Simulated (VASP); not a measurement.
Crystal: PbS.

```
Pb S
1.0
     4.08970    0.00000    0.00000
    -2.04485    3.54178    0.00000
     0.00000    0.00000    3.78817
Pb S
1 1
Cartesian
  0.0000 0.0000 0.0000
  2.0448 1.1806 1.8941
```

Base run:

```yaml
Program: VASP 6.6.1
Functional: PBEsol
Potentials_or_basis: VASP PAW PBE potentials, release 64 (Pb_d, S)
Cutoff: 520 eV
k_mesh: 8 × 8 × 7
Occupations: fermi-dirac, width 0.05 eV
Spin: no spin polarisation
```

Its results: band gap on the k mesh 0.13 eV, indirect (least direct gap 1.59 eV); pressure -2.8 GPa.

Question: The run is repeated on the same cell with these changes: functional from PBEsol to PBE; occupations from fermi-dirac, width 0.05 eV to gaussian, width 0.027 eV. What comes out?

Answer: Band gap on the k mesh 0.21 eV, indirect (least direct gap 1.65 eV); pressure 0.0 GPa.

Caveats: spin-orbit coupling is left out, which moves the levels of the heavy elements; the PAW data sets were made with another functional, which shifts forces and pressure a little (some runs).

A k mesh can miss the band edges.
